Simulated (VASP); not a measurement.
Input of a VASP 6.6.1 run:

File POSCAR:

```
PtSe2
1.0
    3.8290067490      0.0000000000      0.0000000000
   -1.9145033745      3.3160171159      0.0000000000
    0.0000000000      0.0000000000      5.3825186052
Pt Se
1 2
Direct
    0.0000000000      0.0000000000      0.0000000000
    0.6666666667      0.3333333333      0.7672361266
    0.3333333333      0.6666666667      0.2327638734
```

The input INCAR.step1:

```
PREC = Accurate ; ENCUT = 520
ISMEAR = 0 ; SIGMA = 0.02
LREAL = False ; LASPH = True
NELM = 80 ; NBANDS = 18
GGA = PE ; ALGO = Normal
EDIFF = 1E-4 ; LWAVE = True
LCHARG = False
```

INCAR.step2

```
PREC = Accurate ; ENCUT = 520
EDIFF = 1E-6 ; ISMEAR = 0
SIGMA = 0.02 ; LREAL = False
LASPH = True ; NELM = 80
ALGO = Normal ; ISIF = 2
LWAVE = False ; LCHARG = True
METAGGA = R2SCAN ; LMIXTAU = True
LELF = True ; LVHAR = True
NBANDS = 18 ; ISTART = 1
```

Contents of KPOINTS:

```
regular mesh
0
Gamma
  12 12 6
```

Potentials or basis: VASP PAW PBE potentials, release 64 (Pt, Se).

Command:

```sh
$ cat potpaw_PBE.64/Pt/POTCAR potpaw_PBE.64/Se/POTCAR > POTCAR
$ cp INCAR.step1 INCAR
$ mpirun -np 1 vasp_std > vasp.out
$ cp INCAR.step2 INCAR
$ mpirun -np 1 vasp_std > vasp.out
```

What does it give for the band gap on the k mesh?

0.13 eV (least direct gap 0.76 eV).

Predict the pressure.

-3.1 GPa.

Predict the largest force.

0.007 eV/Å.

Stress tensor (GPa, compression positive):
```
-4.58  0.00  0.00
 0.00 -4.58  0.00
 0.00  0.00 -0.01
```

Caveat: the cell differs from its parent crystal (biaxial strain in the a-b plane: +3.0 %, then relaxed in part); the cell stands under tension; the PAW data sets were made with another functional, which shifts forces and pressure a little; spin-orbit coupling is left out, which moves the levels of the heavy elements. A k mesh can miss the band edges.
